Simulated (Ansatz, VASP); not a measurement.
# Two plane-wave programs on Rh

Contents of INCAR:

```
  ALGO = Fast
  EDIFF = 1E-6
  ENCUT = 520
  GGA = PE
  ISIF = 2
  ISMEAR = 0
  LASPH = T
  LCHARG = F
  LREAL = F
  LWAVE = F
  NBANDS = 14
  NELM = 80
  PREC = Accurate
  SIGMA = 0.15
```

File KPOINTS:

```
k-points
0
Gamma
  26 26 26
```

POSCAR

```
Rh
1.0
    0.0000000000      1.9149654115      1.9149654115
    1.8670912762      0.0000000000      1.9149654115
    1.8670912762      1.9149654115      0.0000000000
Rh
1
Direct
    0.0000000000      0.0000000000      0.0000000000
```

Input for Ansatz:

```yaml
crystal:
  lattice:
    - [0.0, 1.9149654115, 1.9149654115]
    - [1.8670912762, 0.0, 1.9149654115]
    - [1.8670912762, 1.9149654115, 0.0]
  atoms:
    - { symbol: Rh, position: [0.0, 0.0, 0.0] }
basis:
  ecutwfc: 420
kpoints:
  mp_grid: { grid: [26, 26, 26] }
hamiltonian:
  xc: pbe
scf:
  occupations: { method: gaussian, width: 0.15 }
output:
  forces: true
  stress: true
  eigenvalues: true
```

Change from the starting cell: strain -0.0250 x Voigt [1, 0, 0, 0, 0, 0], atoms carried along.

Alike in both runs: task single point; functional PBE; k mesh 26 × 26 × 26; occupations gaussian, width 0.15 eV; no spin polarisation.

|  | VASP | Ansatz |
| --- | --- | --- |
| version | VASP 6.6.1 | Ansatz 0.2.0 |
| potentials or method | VASP PAW PBE potentials, release 64 (Rh_pv), cutoff 520 eV | scalar-relativistic, plane waves, PAW |
| valence electrons in the cell | 15 | 17 |

```csv
,VASP,Ansatz,Ansatz less VASP
gap on the k mesh at the Fermi level (eV),none,none,-
pressure (GPa),7.2,7.1,-0.02
"traceless stress, the component that is largest in VASP (GPa)",4.07,4.08,+0.008
```

A gap of «none» marks a metal or a gap that the smearing closes. The functional is the same, so the differences come from potentials, cutoffs and numerics. VASP's potentials hold 15 valence electrons a cell and Ansatz's 17, so a difference there can come from the potentials and not from the codes.
